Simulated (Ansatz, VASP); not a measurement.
Ag in VASP and in Ansatz

```xyz
8
Lattice="5.2892 0.0000 0.0000 0.0000 5.2892 0.0000 0.0000 0.0000 5.2892" Properties=species:S:1:pos:R:3 pbc="T T T"
Ag    2.6446    2.6446    2.6446
Ag    0.0000    0.0000    0.0000
Ag    1.3223    0.0000    2.6446
Ag    2.6446    1.3223    0.0000
Ag    2.6446    3.9669    0.0000
Ag    3.9669    0.0000    2.6446
Ag    0.0000    2.6446    3.9669
Ag    0.0000    2.6446    1.3223
```

Alike in both runs: task relaxation of cell and atoms; functional PBE; k mesh 8 × 8 × 8; occupations gaussian, width 0.1 eV; no spin polarisation.

|  | VASP | Ansatz |
| --- | --- | --- |
| version | VASP 6.6.1 | Ansatz 0.2.0 |
| potentials or method | VASP PAW PBE potentials, release 64 (Ag), cutoff 600 eV | scalar-relativistic, plane waves, PAW |
| valence electrons in the cell | 88 | 152 |

Ansatz gave:

- gap on the k mesh at the Fermi level, each at its own relaxed structure (eV): none
- relaxed volume (Å³/atom): 18.43
- relaxed length of the cell vector where the two differ most in proportion (Å): 5.283

**Question.** What did VASP give for the same quantities?

**Answer.** gap on the k mesh at the Fermi level, each at its own relaxed structure (eV): none; relaxed volume (Å³/atom): 18.41; relaxed length of the cell vector where the two differ most in proportion (Å): 5.281.

A gap of «none» marks a metal or a gap that the smearing closes. VASP's potentials hold 88 valence electrons a cell and Ansatz's 152, so a difference there can come from the potentials and not from the codes.
